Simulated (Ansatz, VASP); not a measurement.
**One calculation of SiC, two programs**

The input INCAR:

```
SYSTEM = SiC
ALGO = Normal
EDIFF = 1E-7
EDIFFG = -0.002
ENCUT = 520
GGA_COMPAT = .FALSE.
IBRION = 2
ISIF = 2
ISMEAR = 0
LASPH = .TRUE.
LCHARG = .FALSE.
LREAL = .FALSE.
LWAVE = .FALSE.
NELM = 120
NELMIN = 4
NSW = 60
PREC = Accurate
SIGMA = 0.02
```

File KPOINTS:

```
k-points
0
G
  10 10 10
  0 0 0
```

File POSCAR:

```
SiC
1.0
   -0.0106350881      2.1535232158      2.1763368057
    2.1535232158     -0.0106350881      2.1763368057
    2.1428881277      2.1428881277      0.0000000000
Si C
1 1
Direct
   -0.0001484509     -0.0001484509      0.0001484509
    0.2501484509      0.2501484509      0.2498515491
```

Input for Ansatz:

```yaml
crystal:
  lattice:
    - [-0.0106350881, 2.1535232158, 2.1763368057]
    - [2.1535232158, -0.0106350881, 2.1763368057]
    - [2.1428881277, 2.1428881277, 0.0]
  atoms:
    - { symbol: Si, position: [-0.0001484509, -0.0001484509, 0.0001484509] }
    - { symbol: C, position: [0.2501484509, 0.2501484509, 0.2498515491] }
basis:
  ecutwfc: 420
kpoints:
  mp_grid: { grid: [10, 10, 10] }
hamiltonian:
  xc: lda
  pseudopotentials: { kind: paw, azcp: { folder: soft_1 } }
scf:
  occupations: { method: gaussian, width: 0.02 }
output:
  forces: true
  stress: true
  eigenvalues: true
relax:
  adjacent_minimum: "off"
  f_tol: 0.002
  max_steps: 40
```

Change from the starting cell: strained cell.

Alike in both runs: task relaxation of the atoms; functional LDA; k mesh 10 × 10 × 10; occupations gaussian, width 0.02 eV; no spin polarisation.

|  | VASP | Ansatz |
| --- | --- | --- |
| version | VASP 6.6.1 | Ansatz 0.2.0 |
| potentials or method | VASP PAW LDA potentials, release 64 (Si, C), cutoff 520 eV | scalar-relativistic, plane waves, PAW |
| valence electrons in the cell | 8 | 8 |

VASP gave:

```
gap on the k mesh at the Fermi level, each at its own relaxed structure (eV) : 1.17
```

Q: What did Ansatz give for the same quantities?

A: gap on the k mesh at the Fermi level, each at its own relaxed structure (eV): 1.19.

Ansatz warns that its potentials were made for another functional, while VASP's fit it. LDA's correlation is that of Perdew and Zunger in VASP and of Perdew and Wang (1992) in Ansatz. Ansatz's warnings: stress scf threshold loose.
